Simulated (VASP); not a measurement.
# Si32Au (a cell with a defect) in VASP: single point with LDA

Aim: the single point of Si32Au (a cell with a defect) with LDA.

Program: VASP 6.6.1. These are calculated values, not measurements. Logs are shortened: lines on timing, memory, paths and dates and some standing lists are left out, and cuts for length are marked.

## 1. The cell of the first run

The cell holds a defect, 33 atoms: a = 9.356 Å, b = 9.356 Å, c = 9.356 Å, α = 109.47°, β = 109.47°, γ = 109.47°.

## 2. Single point, LDA

Input file INCAR:

```
SYSTEM = Si32Au
ALGO     = Normal         ! electronic algorithm
EDIFF    = 1E-7           ! SCF threshold, eV
ENCUT    = 520            ! plane-wave cutoff, eV
GGA      = CA             ! functional
ISIF     = 2              ! what is computed and relaxed
ISMEAR   = 0              ! smearing method
LASPH    = .TRUE.         ! aspherical terms in the spheres
LCHARG   = .FALSE.        ! write CHGCAR
LREAL    = Auto         
LWAVE    = .FALSE.        ! write WAVECAR
NBANDS   = 92             ! bands
NELECT   = 138.0        
NELM     = 80             ! most SCF steps
PREC     = Accurate       ! precision mode
SIGMA    = 0.02           ! smearing width, eV
```

Input file KPOINTS:

```
Automatic mesh
0
Gamma
  2 2 2
  0.5 0.5 0.5
```

Input file POSCAR:

```
Si32Au
1.0
   -5.4019422754     -5.4019422754      5.4019422754
    5.4019422754     -5.4019422754     -5.4019422754
    5.4019422754      5.4019422754      5.4019422754
Si Au
32 1
Direct
    0.2495423660      0.7482069848      0.7482417844
    0.0000503825      0.7364907792      0.0001521216
    0.4986540299      0.4987671173      0.7508365232
    0.2517225279      0.5017730487      0.0002329130
    0.0000714382      0.5017684012      0.2518600071
    0.7482696641      0.7483863333      0.2499383133
    0.4986384627      0.7508729791      0.4987738161
    0.0000535842      0.0000532689      0.7355666858
    0.7484190371      0.2501199141      0.7485756850
    0.5015045275      0.2522324564      0.0001984003
    0.2660835355      0.2660048909      0.2661643083
    0.0000660332      0.2520561490      0.5017347120
    0.7506820318      0.4987622852      0.4987938817
    0.7344147190      0.0000229307      0.0001614883
    0.5014992758      0.0001787160      0.2521856568
    0.2518716467      0.0001931229      0.5017401985
    0.2499974620      0.7501743531      0.5001599105
    0.0000910095      0.7462165388      0.7459955449
    0.5122082493      0.5124234754      0.5123735640
    0.2500524530      0.5001668112      0.7502589656
    0.0000745653      0.4898519215      0.0002324165
    0.7456378677      0.7462843038      0.0003020123
    0.5000502196      0.7501660982      0.2501524073
    0.0000742490      0.0002753915      0.4891582804
    0.7500699697      0.2501692844      0.5002542626
    0.5000842775      0.2501728295      0.7501805636
    0.2545340126      0.2547837801      0.0006471472
    0.0002121722      0.2547282755      0.2546874112
    0.7501261440      0.5002200071      0.2502105120
    0.7456937703      0.0003280875      0.7461499334
    0.4882179421      0.0002847195      0.0002368879
    0.2545876849      0.0008166263      0.2548048819
    0.0004378610      0.0030161758      0.0017997382
```

Potentials or basis: VASP PAW LDA potentials, release 64 (Si, Au).

Launch:

```bash
$ cat potpaw_LDA.64/Si/POTCAR potpaw_LDA.64/Au/POTCAR > POTCAR
$ mpirun -np 1 vasp_std > vasp.out
```

OUTCAR:

```text
SYSTEM = Si32Au
   EDIFF = 1E-7
   ENCUT = 520
   GGA = CA
   ISIF = 2
   ISMEAR = 0
   LASPH = .TRUE.
   LREAL = Auto
   NELECT = 138.0
   NELM = 80
   PREC = Accurate

 ion  position               nearest neighbor table
   1  0.250  0.748  0.748-  31 2.32  18 2.32  20 2.33  17 2.33
   2  0.000  0.736  0.000-  21 2.31  18 2.41  22 2.41  32 2.41  33 2.49
   3  0.499  0.499  0.751-  19 2.32  22 2.32  26 2.33  20 2.33
   4  0.252  0.502  0.000-  21 2.32  27 2.32  23 2.33  20 2.33
   5  0.000  0.502  0.252-  21 2.32  28 2.32  17 2.33  29 2.33
   6  0.748  0.748  0.250-  24 2.32  22 2.32  29 2.33  23 2.33
   7  0.499  0.751  0.499-  19 2.32  30 2.32  23 2.33  17 2.33
   8  0.000  0.000  0.736-  24 2.31  18 2.41  30 2.42  27 2.42  33 2.48
   9  0.748  0.250  0.749-  21 2.32  30 2.32  26 2.33  25 2.33
  10  0.502  0.252  0.000-  31 2.32  27 2.32  26 2.33  29 2.33
  11  0.266  0.266  0.266-  19 2.30  32 2.41  27 2.42  28 2.42  33 2.47
  12  0.000  0.252  0.502-  24 2.32  28 2.32  25 2.33  20 2.33
  13  0.751  0.499  0.499-  19 2.32  18 2.32  25 2.33  29 2.33
  14  0.734  0.000  0.000-  31 2.30  22 2.41  30 2.41  28 2.42  33 2.47
  15  0.501  0.000  0.252-  31 2.32  32 2.32  23 2.33  25 2.33
  16  0.252  0.000  0.502-  24 2.32  32 2.32  17 2.33  26 2.33
  17  0.250  0.750  0.500-  16 2.33   7 2.33   5 2.33   1 2.33
  18  0.000  0.746  0.746-  13 2.32   1 2.32   8 2.41   2 2.41  33 2.77
  19  0.512  0.512  0.512-  11 2.30   7 2.32   3 2.32  13 2.32
  20  0.250  0.500  0.750-  12 2.33   3 2.33   4 2.33   1 2.33
  21  0.000  0.490  0.000-   2 2.31   5 2.32   4 2.32   9 2.32
  22  0.746  0.746  0.000-   3 2.32   6 2.32  14 2.41   2 2.41  33 2.76
  23  0.500  0.750  0.250-  15 2.33   7 2.33   4 2.33   6 2.33
  24  0.000  0.000  0.489-   8 2.31  12 2.32  16 2.32   6 2.32
  25  0.750  0.250  0.500-  12 2.33  13 2.33  15 2.33   9 2.33
  26  0.500  0.250  0.750-   3 2.33  10 2.33  16 2.33   9 2.33
  27  0.255  0.255  0.001-  10 2.32   4 2.32  11 2.42   8 2.42  33 2.74
  28  0.000  0.255  0.255-  12 2.32   5 2.32  11 2.42  14 2.42  33 2.73
  29  0.750  0.500  0.250-  10 2.33   6 2.33   5 2.33  13 2.33
  30  0.746  0.000  0.746-   7 2.32   9 2.32  14 2.41   8 2.42  33 2.74
  31  0.488  0.000  0.000-  14 2.30  10 2.32  15 2.32   1 2.32
  32  0.255  0.001  0.255-  15 2.32  16 2.32  11 2.41   2 2.41  33 2.75
  33  0.000  0.003  0.002-  11 2.47  14 2.47   8 2.48   2 2.49  28 2.73  27 2.74  30 2.74  32 2.75
                            22 2.76  18 2.77

  LATTYP: Found a body centered cubic cell.
 ALAT       =    10.8038845508

  Lattice vectors:

 A1 = (  -5.4019422754,  -5.4019422754,   5.4019422754)
 A2 = (   5.4019422754,  -5.4019422754,  -5.4019422754)
 A3 = (   5.4019422754,   5.4019422754,   5.4019422754)

Analysis of symmetry for initial positions (statically):
=====================================================================
 Subroutine PRICEL returns:
[... 176 lines left out ...]
   NUPDOWN=      -1.0000    fix difference up-down
   EMIN   =  10.00;   EMAX   =-10.00  energy-range for DOS
   EFERMI =   0.00;   METHOD = LEGACY
   ISMEAR =     0;   SIGMA  =   0.02  broadening in eV -4-tet -1-fermi 0-gaus
   EFERMI_NEDOS =   21; number of points for ismear=-14 and -15
   IALGO  =     38    algorithm
   IMIX   =      4    mixing-type and parameters
     AMIX     =   0.40;   BMIX     =  1.00
     AMIX_MAG =   1.60;   BMIX_MAG =  1.00
  volume/ion in A,a.u.               =      19.11       128.94
  Fermi-wavevector in a.u.,A,eV,Ry     =   0.986578  1.864361 13.243032  0.973335
  Thomas-Fermi vector in A             =   2.117969
   LORBIT       =      0    0 simple, 1 ext, 2 COOP (PROOUT), +10 PAW based schemes
   GGA     = CA    functional components
   LHFCALC =     F    Hartree Fock is set to
   AEXX    =    0.0000 exact exchange contribution
   IVDW    =     0    specifies the selected vdW correction
   LEPSILON=     F    determine dielectric tensor
   LRPA    =     F    only Hartree local field effects (RPA)
 non-spin polarized calculation
 Gauss-broadening in eV      SIGMA  =   0.02
  energy-cutoff  :      520.00
  volume of cell :      630.54
 maximum number of plane-waves:     17028
 NGX is ok and might be reduce to    70
   NGX = 35   NGY = 35   NGZ = 35

 number of electron     137.9999994 magnetization

 Free energy of the ion-electron system (eV)
  ---------------------------------------------------
  ext. energy  EPLUGINS =         0.00000000
  ---------------------------------------------------
  free energy    TOTEN  =      -199.31881022 eV

  energy without entropy =     -199.31881022  energy(sigma->0) =     -199.31881022

 E-fermi :   5.9192     XC(G=0):  -9.8283

 val. band max:        5.8037865038   @ k =   0.2500   0.2500   0.2500
 cond. band min:       6.6131909988   @ k =   0.2500   0.2500  -0.2500
 fundamental gap:      0.8094044951
 Fermi energy:         5.9191955682

 k-point     1 :       0.2500    0.2500    0.2500
  band No.  band energies     occupation
      1      -5.4799      2.00000
      2      -5.0199      2.00000
      3      -5.0184      2.00000
      4      -5.0169      2.00000
      5      -3.4271      2.00000
      6      -3.2850      2.00000
[... 325 lines left out ...]
     80       8.5191      0.00000
     81       8.6090      0.00000
 [bands above 81 left out]

------------------------ aborting loop because EDIFF is reached ----------------------------------------

  FORCE on cell =-STRESS in cart. coord.  units (eV):
  Direction    XX          YY          ZZ          XY          YZ          ZX
  --------------------------------------------------------------------------------------
  -------------------------------------------------------------------------------------
  Total       -1.7248271     -1.7301104     -1.7296423      0.0276955     -0.1340501      0.0546993
  in kB       -4.3827463     -4.3961710     -4.3949817      0.0703736     -0.3406183      0.1389897
  external PRESSURE =      -4.3912997 kB  Pullay stress =       0.0000000 kB

 VOLUME and BASIS-vectors are now :
 -----------------------------------------------------------------------------
  energy-cutoff  :      520.00
  volume of cell :      630.54
      direct lattice vectors                 reciprocal lattice vectors
    -5.401942275 -5.401942275  5.401942275     0.000000000 -0.092559301  0.092559301
     5.401942275 -5.401942275 -5.401942275     0.092559301 -0.092559301  0.000000000
     5.401942275  5.401942275  5.401942275     0.092559301  0.000000000  0.092559301

 POSITION                                       TOTAL-FORCE (eV/Angst)
 -----------------------------------------------------------------------------------
      6.73572     -1.34783      1.34820         0.001284     -0.000917      0.000217
      3.97903     -3.97793     -3.97739        -0.015490      0.016076      0.016963
      4.05659     -1.33204      4.05536         0.000682     -0.001400     -0.001074
      1.35202     -4.06908     -1.34950         0.000417      0.000833     -0.000482
      4.07067     -1.35038     -1.34960         0.000584      0.000263      0.000117
      1.35078     -6.73470      1.34952         0.000602     -0.001283      0.000204
[... 25 lines left out ...]
      0.00558     -0.00324      2.74730        -0.003305      0.004304     -0.005800
      0.02365     -0.00894     -0.00421        -0.007540      0.003380      0.002565
 -----------------------------------------------------------------------------------
    total drift:                                0.005169     -0.002219     -0.000912

  FREE ENERGIE OF THE ION-ELECTRON SYSTEM (eV)
  ---------------------------------------------------
  free  energy   TOTEN  =      -199.3188102223 eV

  energy  without entropy=     -199.3188102223  energy(sigma->0) =     -199.31881022
```

OSZICAR:

```text
N       E                     dE             d eps       ncg     rms          rms(c)
DAV:   1     0.371538094772E+03    0.37154E+03   -0.54265E+04   736   0.126E+03
DAV:   2    -0.167579072412E+03   -0.53912E+03   -0.51103E+03   880   0.190E+02
DAV:   3    -0.204303117665E+03   -0.36724E+02   -0.36078E+02   912   0.441E+01
[... 12 lines left out ...]
DAV:  16    -0.199318811195E+03    0.34845E-05   -0.33658E-05   928   0.391E-02    0.822E-03
DAV:  17    -0.199318811332E+03   -0.13687E-06   -0.90271E-06   816   0.832E-03    0.871E-03
DAV:  18    -0.199318810160E+03    0.11714E-05   -0.37413E-06   816   0.979E-03    0.185E-03
DAV:  19    -0.199318810204E+03   -0.43157E-07   -0.11011E-06   760   0.267E-03    0.564E-04
DAV:  20    -0.199318810222E+03   -0.18717E-07   -0.77787E-08   464   0.132E-03
   1 F= -.19931881E+03 E0= -.19931881E+03  d E =-.190157E-16
```

It took 6.3 min on 1 thread of Intel Xeon 6975P-C (Granite Rapids), shared host; peak memory 0.53 GiB.

What came out:

* Free energy: -199.3188 eV
* Largest force: 0.030 eV/Å

Forces on the atoms (eV/Å):
```
Si   0.001 -0.001  0.000
Si  -0.015  0.016  0.017
Si   0.001 -0.001 -0.001
Si   0.000  0.001  0.000
Si   0.001  0.000  0.000
Si   0.001 -0.001  0.000
Si   0.001  0.000  0.000
Si  -0.016 -0.019 -0.018
Si   0.000 -0.001  0.001
Si   0.000  0.000  0.001
Si   0.016 -0.014  0.011
Si   0.001  0.000  0.000
Si   0.001  0.000 -0.001
Si   0.018  0.014 -0.015
Si   0.001 -0.001 -0.001
Si   0.000  0.001 -0.002
Si   0.002  0.000  0.001
Si   0.003  0.000  0.001
Si  -0.002  0.003 -0.002
Si   0.003 -0.001  0.001
Si   0.002 -0.001  0.000
Si  -0.001 -0.006  0.004
Si   0.000  0.000  0.001
Si   0.003  0.000  0.001
Si   0.003  0.000  0.000
Si   0.000 -0.001  0.001
Si  -0.003  0.008 -0.004
Si  -0.010  0.002 -0.002
Si   0.003  0.000  0.001
Si  -0.001 -0.003  0.007
Si  -0.002 -0.002  0.003
Si  -0.003  0.004 -0.006
Au  -0.008  0.003  0.003
```

Caveat: the cell carries a net charge on a neutralising background, which shifts energy and pressure; the cell is charged against a uniform background, so pressure and absolute levels hang on convention; spin-orbit coupling is left out, which moves the levels of the heavy elements.
